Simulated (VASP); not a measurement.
A run of VASP 6.6.1:

Contents of INCAR:

```
PREC     = Accurate       # precision mode
ENCUT    = 520            # plane-wave cutoff, eV
EDIFF    = 1E-6           # SCF threshold, eV
ISMEAR   = 0              # smearing method
SIGMA    = 0.05           # smearing width, eV
LREAL    = False          # projectors in reciprocal space
LASPH    = True           # aspherical terms in the spheres
NELM     = 100            # most SCF steps
ALGO     = Normal         # electronic algorithm
ISIF     = 2              # what is computed and relaxed
LWAVE    = False          # write WAVECAR
LCHARG   = False          # write CHGCAR
GGA      = PE             # functional
NBANDS   = 16             # bands
```

KPOINTS

```
Automatic mesh
0
Gamma
  10 10 10
```

Contents of POSCAR:

```
CdSe
1.0
    0.0274482245      3.0290067537      3.0569155189
    3.0456783263      0.0205094116      3.0638543318
    3.0426080551      3.0328752954      0.0235796828
Cd Se
1 1
Direct
   -0.0062339770      0.0072762302      0.0214834442
    0.7562339770      0.7427237698      0.7285165558
```

Potentials or basis: VASP PAW PBE potentials, release 64 (Cd, Se).

Launch:

```bash
$ cat potpaw_PBE.64/Cd/POTCAR potpaw_PBE.64/Se/POTCAR > POTCAR
$ mpirun -np 1 vasp_std > vasp.out
```

Hardware: 1 thread of Intel(R) Xeon(R) Platinum 8488C (Sapphire Rapids) (shared host).

Q: How long does it take, and how much memory?

A: Run time: 3.5 min on 1 thread of Intel(R) Xeon(R) Platinum 8488C (Sapphire Rapids) (shared host), peak memory 0.55 GiB. Counts: scf iterations 12, k points 504.
